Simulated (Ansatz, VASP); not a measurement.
One calculation of ZnS, two programs

INCAR

```
SYSTEM = ZnS
PREC = Accurate ; ENCUT = 520
EDIFF = 1E-8 ; ISMEAR = -1
SIGMA = 0.01 ; LREAL = .FALSE.
LASPH = .TRUE. ; NELM = 60
ALGO = Normal ; ISIF = 2
LWAVE = .FALSE. ; LCHARG = .FALSE.
GGA = PE ; LEFG = .TRUE.
NBANDS = 16
```

The input KPOINTS:

```
Automatic mesh
0
G
  8 8 8
  0 0 0
```

The input POSCAR:

```
ZnS
1.0
    0.0000000000      2.7316965000      2.7046500000
    2.7316965000      0.0000000000      2.7046500000
    2.7316965000      2.7316965000      0.0000000000
Zn S
1 1
Direct
    0.0000000000      0.0000000000      0.0000000000
    0.7500000000      0.7500000000      0.7500000000
```

Input for Ansatz:

```yaml
crystal:
  lattice:
    - [0.0, 2.7316965, 2.70465]
    - [2.7316965, 0.0, 2.70465]
    - [2.7316965, 2.7316965, 0.0]
  atoms:
    - { symbol: Zn, position: [0.0, 0.0, 0.0] }
    - { symbol: S, position: [0.75, 0.75, 0.75] }
kpoints:
  mp_grid: { grid: [8, 8, 8] }
scf:
  occupations: { method: fermi_dirac, width: 0.01 }
hamiltonian:
  xc: pbe
  pseudopotentials: { kind: paw }
output:
  forces: true
  stress: true
  eigenvalues: true
  efg: { contact_densities: true }
  write_density: true
  write_potential: true
  elf: true
  volumetric_format: npy
```

Change from the starting cell: equal xx and yy strain of +1 %, PAW files.

Alike in both runs: task electric field gradients; functional PBE; k mesh 8 × 8 × 8; occupations fermi-dirac, width 0.01 eV; no spin polarisation.

```csv
,VASP,Ansatz
version,VASP 6.6.1,Ansatz 0.2.0
potentials or method,"VASP PAW PBE potentials, release 64 (Zn, S)","PAW with Ansatz's default frozen-core files, scalar-relativistic"
plane-wave cutoff (eV),520,420
valence electrons in the cell,18,18
```

|  | VASP | Ansatz | Ansatz less VASP |
| --- | --- | --- | --- |
| gap on the k mesh at the Fermi level (eV) | 1.99 | 1.99 | -0.004 |
| pressure (GPa) | 0.1 | -0.1 | -0.16 |
| traceless stress, the component that is largest in VASP (GPa) | 0.27 | 0.27 | +0.003 |
| size of Vzz on the site where it differs most (V/Å²) | 1.7 | 1.8 | +0.07 |
